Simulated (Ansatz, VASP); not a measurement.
Given: the input of a run of VASP 6.6.1 on MnO.

Contents of INCAR:

```
SYSTEM = MnO
ALGO     = Normal         ! electronic algorithm
EDIFF    = 1E-6           ! SCF threshold, eV
ENCUT    = 520            ! plane-wave cutoff, eV
GGA      = PE             ! functional
ISIF     = 2              ! what is computed and relaxed
ISMEAR   = -1             ! smearing method
ISPIN    = 2              ! spin polarisation
LASPH    = .True.         ! aspherical terms in the spheres
LCHARG   = .False.        ! write CHGCAR
LMAXMIX  = 4              ! l up to which the mixer works
LORBIT   = 11             ! projections on sites
LREAL    = .False.        ! projectors in reciprocal space
LWAVE    = .False.        ! write WAVECAR
MAGMOM   = 3 0            ! initial moments
NBANDS   = 20             ! bands
NELM     = 150            ! most SCF steps
NUPDOWN  = 3.0            ! fixed moment
PREC     = Accurate       ! precision mode
SIGMA    = 0.05           ! smearing width, eV
```

File KPOINTS:

```
k-points
0
Gamma
  9 9 9
  0 0 0
```

The input POSCAR:

```
MnO
1.0
    0.0000000000      2.2220003300      2.2220003300
    2.2220003300      0.0000000000      2.2220003300
    2.2220003300      2.2220003300      0.0000000000
Mn O
1 1
Direct
    0.0000000000      0.0000000000      0.0000000000
    0.5000000000      0.5000000000      0.5000000000
```

Potentials or basis: VASP PAW PBE potentials, release 64 (Mn_pv, O).

Launch:

```sh
$ cat potpaw_PBE.64/Mn_pv/POTCAR potpaw_PBE.64/O/POTCAR > POTCAR
$ mpirun -np 1 vasp_std > vasp.out
```

Translate it to Ansatz 0.2.0. Potentials there: Ansatz PAW.

As run (the cutoff follows the program's own potentials):

input.yaml

```yaml
crystal:
  lattice:
    - [0.0, 2.22200033, 2.22200033]
    - [2.22200033, 0.0, 2.22200033]
    - [2.22200033, 2.22200033, 0.0]
  atoms:
    - { symbol: Mn, position: [0.0, 0.0, 0.0], spin: 3.0 }
    - { symbol: O, position: [0.5, 0.5, 0.5] }
hamiltonian:
  xc: pbe
  pseudopotentials: { kind: paw }
magnetization:
  spin_polarized: true
  initial_magnetization: 3.0
  spin_locking: { lock_magnetization: hard }
kpoints:
  mp_grid: { grid: [9, 9, 9] }
scf:
  occupations: { method: fermi_dirac, width: 0.05 }
  lower_state_search: "off"
output:
  forces: true
  stress: true
  eigenvalues: true
```

Potentials or basis: Ansatz PAW.

Command:

```sh
$ ansatz run input.yaml --threads 2 --pin off --max-ram 5632MiB --backend cpu --events-out ev --progress --plain --runs-dir out
```

Both were run:

|  | VASP | Ansatz | Ansatz less VASP |
| --- | --- | --- | --- |
| pressure (GPa) | -23.0 | -23.2 | -0.14 |
| net moment per atom (μB) | 1.50 | 1.50 | 0.000 |
| size of the moment on the site where the two differ most (μB) | 2.94 | 2.76 | -0.182 |

Site moments also hang on the region over which each program counts them. VASP's potentials hold 19 valence electrons a cell and Ansatz's 21, so a difference there can come from the potentials and not from the codes.
